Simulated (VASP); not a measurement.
# Cd (P6_3/mmc) in VASP: a series of runs

Runs on Cd. Level: RPBE. Tasks: single point.

Program: VASP 6.6.1. These are calculated values, not measurements. Logs are shortened: lines on timing, memory, paths and dates and some standing lists are left out, and cuts for length are marked.

### 1 The cell of the first run

Symmetry: P6_3/mmc, No. 194, hexagonal system. Conventional cell: a = 3.250 Å, b = 3.250 Å, c = 10.649 Å, α = 90.00°, β = 90.00°, γ = 120.00°. Within 4.3 Å of Cd (site symmetry -3m) lie 12 Cd at 3.25 to 3.26 Å. Within 4.3 Å of Cd (site symmetry -6m2) lie 12 Cd at 3.25 to 3.26 Å.

### 2 Single point, RPBE

Contents of INCAR:

```
  PREC = Accurate
  ENCUT = 520
  EDIFF = 1E-6
  ISMEAR = -1
  SIGMA = 0.1
  LREAL = F
  LASPH = T
  NELM = 80
  ALGO = Normal
  ISIF = 2
  LWAVE = F
  LCHARG = F
  GGA = RP
  NBANDS = 32
```

Contents of KPOINTS:

```
Automatic mesh
0
Gamma
  12 12 3
```

Contents of POSCAR:

```
Cd
1.0
    3.2500025747      0.0000000000      0.0000000000
   -1.6250012873      2.8145847921      0.0000000000
    0.0000000000      0.0000000000     10.6494324874
Cd
4
Direct
    0.0000000000      0.0000000000      0.0000000000
    0.0000000000      0.0000000000      0.5000000000
    0.3333333333      0.6666666667      0.2500000000
    0.6666666667      0.3333333333      0.7500000000
```

Potentials or basis: VASP PAW PBE potentials, release 64 (Cd).

On the command line:

```sh
$ cat potpaw_PBE.64/Cd/POTCAR > POTCAR
$ mpirun -np 1 vasp_std > vasp.out
```

OUTCAR:

```text
PREC = Accurate
   ENCUT = 520
   EDIFF = 1E-6
   ISMEAR = -1
   LREAL = F
   LASPH = T
   NELM = 80
   ISIF = 2
   GGA = RP

 ion  position               nearest neighbor table
   1  0.000  0.000  0.000-   3 3.26   4 3.26   4 3.26   3 3.26   4 3.26   3 3.26
   2  0.000  0.000  0.500-   3 3.26   4 3.26   4 3.26   3 3.26   4 3.26   3 3.26
   3  0.333  0.667  0.250-   1 3.26   2 3.26   1 3.26   2 3.26   1 3.26   2 3.26
   4  0.667  0.333  0.750-   1 3.26   2 3.26   1 3.26   2 3.26   1 3.26   2 3.26

  LATTYP: Found a hexagonal cell.
 ALAT       =     3.2500025747
 C/A-ratio  =     3.2767458618

  Lattice vectors:

 A1 = (   3.2500025747,   0.0000000000,   0.0000000000)
 A2 = (  -1.6250012873,   2.8145847921,   0.0000000000)
 A3 = (   0.0000000000,   0.0000000000,  10.6494324874)

Analysis of symmetry for initial positions (statically):
=====================================================================
 Subroutine PRICEL returns:
 Original cell was already a primitive cell.

 Routine SETGRP: Setting up the symmetry group for a
 hexagonal supercell.

 Subroutine GETGRP returns: Found 24 space group operations
 (whereof 12 operations were pure point group operations)
 out of a pool of 24 trial point group operations.

The static configuration has the point symmetry D_3d.
 The point group associated with its full space group is D_6h.

Analysis of symmetry for dynamics (positions and initial velocities):
=====================================================================
 Subroutine PRICEL returns:
 Original cell was already a primitive cell.

 Routine SETGRP: Setting up the symmetry group for a
 hexagonal supercell.

 Subroutine GETGRP returns: Found 24 space group operations
 (whereof 12 operations were pure point group operations)
 out of a pool of 24 trial point group operations.

The dynamic configuration has the point symmetry D_3d.
 The point group associated with its full space group is D_6h.

 Subroutine INISYM returns: Found 24 space group operations
 (whereof 12 operations are pure point group operations),
 and found     1 'primitive' translations

----------------------------------------------------------------------------------------

                                     Primitive cell
[... 83 lines left out ...]
   NGX,Y,Z   is equivalent  to a cutoff of  12.28, 12.28, 12.49 a.u.
   NGXF,Y,Z  is equivalent  to a cutoff of  24.55, 24.55, 24.98 a.u.
 SYSTEM =  unknown system
   PREC   = accura    normal or accurate (medium, high low for compatibility)
   ISTART =      0    job   : 0-new  1-cont  2-samecut
   ICHARG =      2    charge: 1-file 2-atom 10-const
   ISPIN  =      1    spin polarized calculation?
   LNONCOLLINEAR =      F non collinear calculations
   LSORBIT =      F    spin-orbit coupling
   LASPH  =      T    aspherical Exc in radial PAW
   ENCUT  =  520.0 eV  38.22 Ry    6.18 a.u.   6.04  6.04 19.80*2*pi/ulx,y,z
   NELM   =     80;   NELMIN=  2; NELMDL= -5     # of ELM steps
   EDIFF  = 0.1E-05   stopping-criterion for ELM
   LREAL  =      F    real-space projection
[... 7 lines left out ...]
   TEBEG  =    0.0;   TEEND  =   0.0 temperature during run
   PSTRESS=    0.0 pullay stress
   NELECT =      48.0000    total number of electrons
   NUPDOWN=      -1.0000    fix difference up-down
   EMIN   =  10.00;   EMAX   =-10.00  energy-range for DOS
   EFERMI =   0.00;   METHOD = LEGACY
   ISMEAR =    -1;   SIGMA  =   0.10  broadening in eV -4-tet -1-fermi 0-gaus
   EFERMI_NEDOS =   21; number of points for ismear=-14 and -15
   IALGO  =     38    algorithm
   IMIX   =      4    mixing-type and parameters
     AMIX     =   0.40;   BMIX     =  1.00
     AMIX_MAG =   1.60;   BMIX_MAG =  1.00
  volume/ion in A,a.u.               =      24.35       164.35
  Fermi-wavevector in a.u.,A,eV,Ry     =   1.293045  2.443501 22.748481  1.671966
  Thomas-Fermi vector in A             =   2.424715
   LORBIT       =      0    0 simple, 1 ext, 2 COOP (PROOUT), +10 PAW based schemes
   GGA     = RP    functional components
   LHFCALC =     F    Hartree Fock is set to
   AEXX    =    0.0000 exact exchange contribution
   IVDW    =     0    specifies the selected vdW correction
   LEPSILON=     F    determine dielectric tensor
   LRPA    =     F    only Hartree local field effects (RPA)
 non-spin polarized calculation
  energy-cutoff  :      520.00
  volume of cell :       97.41
 maximum number of plane-waves:      2658
   NGX = 13   NGY = 13   NGZ = 39

 number of electron      48.0000046 magnetization

 Free energy of the ion-electron system (eV)
  ---------------------------------------------------
  ext. energy  EPLUGINS =         0.00000000
  ---------------------------------------------------
  free energy    TOTEN  =        -1.42688318 eV

  energy without entropy =       -1.37952054  energy(sigma->0) =       -1.40320186

 E-fermi :   2.3206     XC(G=0): -10.2890

 val. band max:        2.3120860631   @ k =   0.4167   0.0000   0.3333
 cond. band min:       2.3854687898   @ k =   0.5000   0.0000   0.3333
 fundamental gap:      0.0733827268
 Fermi energy:         2.3205880743

 k-point     1 :       0.0000    0.0000    0.0000
  band No.  band energies     occupation
      1      -7.0265      2.00000
      2      -6.8450      2.00000
      3      -6.8279      2.00000
      4      -6.6829      2.00000
      5      -6.6755      2.00000
      6      -6.6755      2.00000
[... 829 lines left out ...]
     31       9.7093      0.00000
     32      10.3222      0.00000

 [... further k-points ...]

------------------------ aborting loop because EDIFF is reached ----------------------------------------

  FORCE on cell =-STRESS in cart. coord.  units (eV):
  Direction    XX          YY          ZZ          XY          YZ          ZX
  --------------------------------------------------------------------------------------
  -------------------------------------------------------------------------------------
  Total        0.0828887      0.0828887      0.0732891      0.0000000     -0.0000000      0.0000000
  in kB        1.3632685      1.3632685      1.2053833      0.0000000     -0.0000000      0.0000000
  external PRESSURE =       1.3106401 kB  Pullay stress =       0.0000000 kB

 VOLUME and BASIS-vectors are now :
 -----------------------------------------------------------------------------
  energy-cutoff  :      520.00
  volume of cell :       97.41
      direct lattice vectors                 reciprocal lattice vectors
     3.250002575  0.000000000  0.000000000     0.307692064  0.177646096  0.000000000
    -1.625001287  2.814584792  0.000000000     0.000000000  0.355292192  0.000000000
     0.000000000  0.000000000 10.649432487     0.000000000  0.000000000  0.093901717

 POSITION                                       TOTAL-FORCE (eV/Angst)
 -----------------------------------------------------------------------------------
      0.00000      0.00000      0.00000         0.000000      0.000000     -0.000000
      0.00000      0.00000      5.32472         0.000000      0.000000     -0.000000
     -0.00000      1.87639      2.66236        -0.000000      0.000000      0.000000
      1.62500      0.93819      7.98707         0.000000      0.000000     -0.000000
 -----------------------------------------------------------------------------------
    total drift:                               -0.000000      0.000000     -0.000000

  FREE ENERGIE OF THE ION-ELECTRON SYSTEM (eV)
  ---------------------------------------------------
  free  energy   TOTEN  =        -1.4268831835 eV

  energy  without entropy=       -1.3795205440  energy(sigma->0) =       -1.40320186
```

OSZICAR:

```text
N       E                     dE             d eps       ncg     rms          rms(c)
DAV:   1     0.387668085336E+03    0.38767E+03   -0.25395E+04  2448   0.148E+03
DAV:   2     0.959751257977E+01   -0.37807E+03   -0.36142E+03  2544   0.400E+02
DAV:   3    -0.144495311232E+01   -0.11042E+02   -0.10982E+02  2856   0.781E+01
DAV:   4    -0.147269135685E+01   -0.27738E-01   -0.27734E-01  2544   0.371E+00
DAV:   5    -0.147277722752E+01   -0.85871E-04   -0.85870E-04  2920   0.184E-01    0.492E+00
DAV:   6    -0.140944404646E+01    0.63333E-01   -0.27612E-01  2640   0.455E+00    0.400E+00
DAV:   7    -0.142381683096E+01   -0.14373E-01   -0.62934E-02  2672   0.180E+00    0.140E+00
DAV:   8    -0.142651451083E+01   -0.26977E-02   -0.82953E-03  2640   0.895E-01    0.136E-01
DAV:   9    -0.142674794531E+01   -0.23343E-03   -0.97969E-05  2808   0.686E-02    0.638E-02
DAV:  10    -0.142688354320E+01   -0.13560E-03   -0.14659E-04  2624   0.955E-02    0.492E-03
DAV:  11    -0.142688318349E+01    0.35971E-06   -0.59233E-07  1904   0.599E-03
   1 F= -.14268832E+01 E0= -.14032019E+01  d E =-.473626E-01
```

Wall time 43 s (1 thread of Intel Xeon 6975P-C (Granite Rapids), shared host); peak memory 0.24 GiB.

Results:

- Free energy: -1.4269 eV
- Pressure: 0.1 GPa
- Band gap on the k mesh: zero (bands 24 and 25 overlap by 2.81 eV)

Levels at points of the mesh, in eV from the Fermi level:
```
           k point  band 21  band 22  band 23  band 24  band 25  band 26  band 27  band 28
(0.00, 0.00, 0.00)    -8.07    -6.51    -6.50    -2.00    -1.56     5.65     5.65    11.57
(0.50, 0.00, 0.00)    -2.44    -2.43    -1.42    -1.27    -0.70    -0.48     2.81     3.12
```

Caveat: the PAW data sets were made with another functional, which shifts forces and pressure a little.

### 3 Single point, RPBE (21.43 Å³/atom)

This run uses another cell than the first one, of 21.43 Å³/atom.

Contents of INCAR:

```
SYSTEM = Cd
ALGO = Normal
EDIFF = 1E-6
ENCUT = 520
GGA = RP
ISIF = 2
ISMEAR = -1
LASPH = .TRUE.
LCHARG = .FALSE.
LREAL = .FALSE.
LWAVE = .FALSE.
NBANDS = 32
NELM = 100
PREC = Accurate
SIGMA = 0.1
```

Contents of KPOINTS:

```
k-points
0
G
  13 13 4
  0 0 0
```

Contents of POSCAR:

```
Cd
1.0
    3.1144253744      0.0000000000      0.0000000000
   -1.5572126872      2.6971714925      0.0000000000
    0.0000000000      0.0000000000     10.2051804573
Cd
4
Direct
    0.0000000000      0.0000000000      0.0000000000
    0.0000000000      0.0000000000      0.5000000000
    0.3333333333      0.6666666667      0.2500000000
    0.6666666667      0.3333333333      0.7500000000
```

Potentials or basis: VASP PAW PBE potentials, release 64 (Cd).

On the command line:

```sh
$ cat potpaw_PBE.64/Cd/POTCAR > POTCAR
$ mpirun -np 1 vasp_std > vasp.out
```

Wall time 75 s (1 thread of Intel Xeon 6975P-C (Granite Rapids), shared host); peak memory 0.26 GiB.

The run converged. Its results:

- Free energy: -1.2166 eV
- Pressure: 6.1 GPa
- Band gap on the k mesh: zero (bands 24 and 25 overlap by 2.83 eV)

Stress tensor (GPa, compression positive):
```
5.82 0.00 0.00
0.00 5.82 0.00
0.00 0.00 6.62
```

Levels at points of the mesh, in eV from the Fermi level:
```csv
k point,band 21,band 22,band 23,band 24,band 25,band 26,band 27,band 28
"(0.00, 0.00, 0.00)",-8.58,-7.31,-7.29,-2.58,-1.48,6.11,6.11,12.62
"(0.00, 0.00, 0.50)",-8.64,-8.64,-5.10,-5.10,1.76,1.76,10.88,10.88
```

Caveat: the cell stands under pressure; the PAW data sets were made with another functional, which shifts forces and pressure a little.

### 4 Single point, RPBE (22.41 Å³/atom)

This run uses another cell than the first one, of 22.41 Å³/atom.

Contents of INCAR:

```
ALGO = Normal
EDIFF = 1E-6
ENCUT = 520
GGA = RP
ISIF = 2
ISMEAR = -1
LASPH = T
LCHARG = F
LREAL = F
LWAVE = F
NBANDS = 32
NELM = 60
PREC = Accurate
SIGMA = 0.1
```

Contents of KPOINTS:

```
k-points
0
Gamma
  13 13 4
```

Contents of POSCAR:

```
Cd
1.0
    3.1609161894      0.0000000000      0.0000000000
   -1.5804580947      2.7374337192      0.0000000000
    0.0000000000      0.0000000000     10.3575190428
Cd
4
Direct
    0.0000000000      0.0000000000      0.0000000000
    0.0000000000      0.0000000000      0.5000000000
    0.3333333333      0.6666666667      0.2500000000
    0.6666666667      0.3333333333      0.7500000000
```

On the command line:

```sh
$ cat potpaw_PBE.64/Cd/POTCAR > POTCAR
$ mpirun -np 1 vasp_std > vasp.out
```

It took 85 s on 1 thread of Intel Xeon 6975P-C (Granite Rapids), shared host; peak memory 0.26 GiB.

The run converged. Its results:

| Item | Value |
| --- | --- |
| Free energy | -1.3322 eV |
| Pressure | 3.5 GPa |
| Band gap on the k mesh | zero (bands 24 and 25 overlap by 2.80 eV) |

Stress tensor (GPa, compression positive):
```
3.31 0.00 0.00
0.00 3.31 0.00
0.00 0.00 3.92
```

Levels at points of the mesh, in eV from the Fermi level:
| k point | band 20 | band 21 | band 22 | band 23 | band 24 | band 25 | band 26 | band 27 | band 28 | band 29 |
| --- | --- | --- | --- | --- | --- | --- | --- | --- | --- | --- |
| (0.00, 0.00, 0.00) | -8.50 | -8.50 | -7.03 | -7.01 | -2.37 | -1.52 | 5.95 | 5.95 | 12.24 | 12.24 |
| (0.00, 0.00, 0.50) | -8.57 | -8.31 | -8.31 | -4.89 | -4.89 | 1.71 | 1.71 | 10.61 | 10.61 | 12.55 |

Caveat: the cell stands under pressure; the PAW data sets were made with another functional, which shifts forces and pressure a little.

### 5 Overview

```csv
cell,k mesh,gap on the mesh (eV),pressure (GPa)
"a = 3.250, b = 3.250, c = 10.649 Å, angles 90.0, 90.0, 120.0°, 4 atoms",12 × 12 × 3,none,0.1
"a = 3.114, b = 3.114, c = 10.205 Å, angles 90.0, 90.0, 120.0°, 4 atoms",13 × 13 × 4,none,6.1
"a = 3.161, b = 3.161, c = 10.358 Å, angles 90.0, 90.0, 120.0°, 4 atoms",13 × 13 × 4,none,3.5
```

Alike in all rows: task single point; level RPBE; potentials or basis VASP PAW PBE potentials, release 64 (Cd); no spin polarisation; cutoff (eV) 520; smearing fermi-dirac 0.1 eV.

Caveats: the PAW data sets were made with another functional, which shifts forces and pressure a little; the cell stands under pressure (at least some runs).

Absolute energies hang on the potentials; compare differences alone.
